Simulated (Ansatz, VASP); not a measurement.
## Ge in VASP and in Ansatz

```
Ge
1.0
     3.99759    0.00000    0.00000
    -1.99879    3.46201    0.00000
     0.00000    0.00000    6.59938
Ge
4
Direct
  0.33333 0.66667 0.93710
  0.66667 0.33333 0.43710
  0.33333 0.66667 0.56290
  0.66667 0.33333 0.06290
```

Alike in both runs: task single point; functional PBE; k mesh 8 × 8 × 4; occupations gaussian, width 0.013 eV; no spin polarisation.

```csv
,VASP,Ansatz
version,VASP 6.6.1,Ansatz 0.2.0
potentials or method,"VASP PAW PBE potentials, release 64 (Ge_d)",Ansatz PAW
plane-wave cutoff (eV),520,420
valence electrons in the cell,56,56
```

VASP gave:

* gap on the k mesh at the Fermi level (eV): 0.12
* least direct gap on the mesh (eV): 0.12
* pressure (GPa): 2.9
* traceless stress, the component that is largest in VASP (GPa): -0.15
* rms of the force components (eV/Å): 0.011

Task: Estimate Ansatz's values.

Result: gap on the k mesh at the Fermi level (eV): 0.13; least direct gap on the mesh (eV): 0.13; pressure (GPa): 3.0; traceless stress, the component that is largest in VASP (GPa): -0.15; rms of the force components (eV/Å): 0.011.

Atom by atom the forces differ by 0.000 eV/Å (rms over components).
